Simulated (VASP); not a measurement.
Set up this calculation in VASP 6.6.1, as the native input.

- Task: relaxation of cell and atoms
- Functional: PBE
- Potentials or basis: VASP PAW PBE potentials, release 64 (Sb, S)
- Cutoff: 600 eV
- k mesh: 16 × 16 × 16
- Occupations: gaussian, width 0.1 eV
- Spin: no spin polarisation
- Dipole correction: no
- Further INCAR settings: ALGO = Normal; EDIFF = 1e-06; IBRION = 2; EDIFFG = -0.01; NSW = 100; ISIF = 3

The structure of SbS lies in POSCAR:

```
SbS
1.0
    0.0000000000      2.8938235361      2.8938235361
    2.8938235361      0.0000000000      2.8938235361
    2.8938235361      2.8938235361      0.0000000000
Sb S
1 1
Direct
    0.0000000000      0.0000000000      0.0000000000
    0.5000000000      0.5000000000      0.5000000000
```

One way to write it, as run:

INCAR

```
SYSTEM = SbS
PREC = Accurate
ENCUT = 600
EDIFF = 1E-6
ISMEAR = 0
SIGMA = 0.1
LREAL = .False.
LASPH = .True.
NELM = 60
ALGO = Normal
ISIF = 3
LWAVE = .False.
LCHARG = .False.
GGA = PE
IBRION = 2
NSW = 100
EDIFFG = -0.01
```

KPOINTS

```
Automatic mesh
0
Gamma
  16 16 16
  0 0 0
```

Potentials or basis: VASP PAW PBE potentials, release 64 (Sb, S).

Run with:

```console
$ cat potpaw_PBE.64/Sb/POTCAR potpaw_PBE.64/S/POTCAR > POTCAR
$ mpirun -np 1 vasp_std > vasp.out
```

It gave:

```json
{
  "Relaxed volume": "24.11 Å³/atom",
  "Relaxed cell": "a = 4.086 Å, b = 4.086 Å, c = 4.086 Å, α = 60.00°, β = 60.00°, γ = 60.00°",
  "Space group after relaxing (to 0.05 Å)": "Fm-3m (No. 225)",
  "Energy gained by relaxing": "0.1 meV/atom",
  "Ionic steps": "3",
  "Pressure after relaxing": "0.0 GPa"
}
```

Wall time 100 s on 1 thread of Intel(R) Xeon(R) Platinum 8375C CPU @ 2.90GHz (Ice Lake), with other jobs on the host, peak memory 0.27 GiB.
